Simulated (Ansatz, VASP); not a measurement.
Two plane-wave programs on C

File INCAR:

```
SYSTEM = C
ALGO = Normal ; EDIFF = 1E-6
ENCUT = 1300 ; GGA = CA
GGA_COMPAT = .FALSE. ; ISIF = 2
ISMEAR = 0 ; LASPH = .TRUE.
LCHARG = .FALSE. ; LREAL = .FALSE.
LWAVE = .FALSE. ; NBANDS = 11
NELM = 120 ; PREC = Accurate
SIGMA = 0.05
```

The input KPOINTS:

```
k-points
0
G
  12 12 12
  0 0 0
```

File POSCAR:

```
C
1.0
    0.0000000000      1.7098799263      1.8830907628
    1.7098799263      0.0000000000      1.8830907628
    1.7098799263      1.7098799263      0.0000000000
C
2
Direct
    0.5000000000      0.5000000000      0.5000000000
    0.7500000000      0.7500000000      0.7500000000
```

Input for Ansatz:

```yaml
crystal:
  lattice:
    - [0.0, 1.7098799263, 1.8830907628]
    - [1.7098799263, 0.0, 1.8830907628]
    - [1.7098799263, 1.7098799263, 0.0]
  atoms:
    - { symbol: C, position: [0.5, 0.5, 0.5] }
    - { symbol: C, position: [0.75, 0.75, 0.75] }
basis:
  ecutwfc: 520.0
kpoints:
  mp_grid: { grid: [12, 12, 12] }
hamiltonian:
  xc: lda
  pseudopotentials: { kind: paw, azcp: { folder: soft_1 } }
scf:
  occupations: { method: gaussian, width: 0.05 }
output:
  forces: true
  stress: true
  eigenvalues: true
```

Alike in both runs: task single point; functional LDA; k mesh 12 × 12 × 12; occupations gaussian, width 0.05 eV; no spin polarisation.

|  | VASP | Ansatz |
| --- | --- | --- |
| version | VASP 6.6.1 | Ansatz 0.2.0 |
| potentials or method | VASP PAW LDA potentials, release 64 (C_h), cutoff 1300 eV | scalar-relativistic, plane waves, PAW |
| valence electrons in the cell | 8 | 8 |

|  | VASP | Ansatz | Ansatz less VASP |
| --- | --- | --- | --- |
| gap on the k mesh at the Fermi level (eV) | 2.98 | 2.98 | +0.006 |
| least direct gap on the mesh (eV) | 4.77 | 4.77 | -0.002 |
| pressure (GPa) | 1.2 | 0.2 | -1.00 |
| traceless stress, the component that is largest in VASP (GPa) | -67.34 | -67.37 | -0.029 |

Ansatz warns that its potentials were made for another functional, while VASP's fit it. LDA's correlation is that of Perdew and Zunger in VASP and of Perdew and Wang (1992) in Ansatz.
